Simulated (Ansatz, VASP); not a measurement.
**Two plane-wave programs on Si62C**

```
CELL_PARAMETERS angstrom
10.86000 0.00000 0.00000
0.00000 10.86000 0.00000
0.00000 0.00000 10.86000
ATOMIC_POSITIONS crystal
Si 0.49836 0.00122 0.00530
Si 0.62493 0.12444 0.12998
Si 0.75096 0.24864 0.99969
Si 0.87586 0.37500 0.12581
Si 0.75019 0.99310 0.25702
Si 0.87513 0.12385 0.37532
Si 0.99678 0.99480 0.00547
Si 0.12489 0.12258 0.12568
Si 0.25031 0.24927 0.00024
Si 0.37707 0.37468 0.12563
Si 0.50484 0.50287 0.00549
Si 0.63473 0.62502 0.13493
Si 0.75024 0.74935 0.00113
Si 0.87462 0.86484 0.13488
Si 0.24510 0.99483 0.25374
Si 0.37598 0.12362 0.37397
Si 0.50480 0.25448 0.25377
Si 0.63478 0.38387 0.37581
Si 0.77711 0.51149 0.26236
Si 0.49934 0.00032 0.50546
Si 0.62280 0.12978 0.62771
Si 0.75025 0.25020 0.50029
Si 0.87470 0.38393 0.61573
Si 0.74500 0.00054 0.75131
Si 0.87665 0.12367 0.87467
Si 0.00151 0.49815 0.99952
Si 0.12463 0.62373 0.12587
Si 0.25093 0.74864 0.99968
Si 0.37515 0.87465 0.12996
Si 0.00151 0.24880 0.24897
Si 0.12475 0.37490 0.37467
Si 0.25090 0.49806 0.24892
Si 0.37578 0.62447 0.37535
Si 0.50654 0.74952 0.25711
Si 0.62848 0.87127 0.39242
Si 0.99383 0.99341 0.50019
Si 0.12069 0.12461 0.62568
Si 0.25093 0.24863 0.49956
Si 0.37498 0.37892 0.62567
Si 0.50621 0.50576 0.50020
Si 0.62737 0.64039 0.62279
Si 0.85897 0.87216 0.62253
Si 0.24523 0.00124 0.75220
Si 0.37451 0.12502 0.87606
Si 0.49829 0.25442 0.75226
Si 0.62494 0.37893 0.87554
Si 0.75022 0.50594 0.74405
Si 0.87509 0.62452 0.87463
Si 0.98813 0.72250 0.26238
Si 0.11576 0.86486 0.37583
Si 0.98821 0.51142 0.47335
Si 0.11560 0.62495 0.61577
Si 0.24939 0.74932 0.50029
Si 0.36989 0.87675 0.62762
Si 0.99675 0.25455 0.74578
Si 0.12491 0.37470 0.87352
Si 0.24503 0.50287 0.74574
Si 0.37588 0.62296 0.87469
Si 0.49908 0.75461 0.75137
Si 0.62294 0.87670 0.88056
Si 0.99353 0.74949 0.74402
Si 0.12065 0.87466 0.87551
C 0.91069 0.58891 0.33984
```

Alike in both runs: functional PBE; k mesh 1 × 1 × 1; occupations fermi-dirac, width 0.02 eV; no spin polarisation.

Ansatz relaxed the structure, and its values are those at the end. VASP's run is a single point on that final structure, the one shown.

|  | VASP | Ansatz |
| --- | --- | --- |
| version | VASP 6.6.1 | Ansatz 0.2.0 |
| potentials or method | VASP PAW PBE potentials, release 64 (Si, C), cutoff 520 eV | scalar-relativistic, plane waves, PAW |
| valence electrons in the cell | 252 | 252 |

```tsv
	VASP	Ansatz	Ansatz less VASP
rms of the force components (eV/Å)	0.004	0.003	-0.0009
```
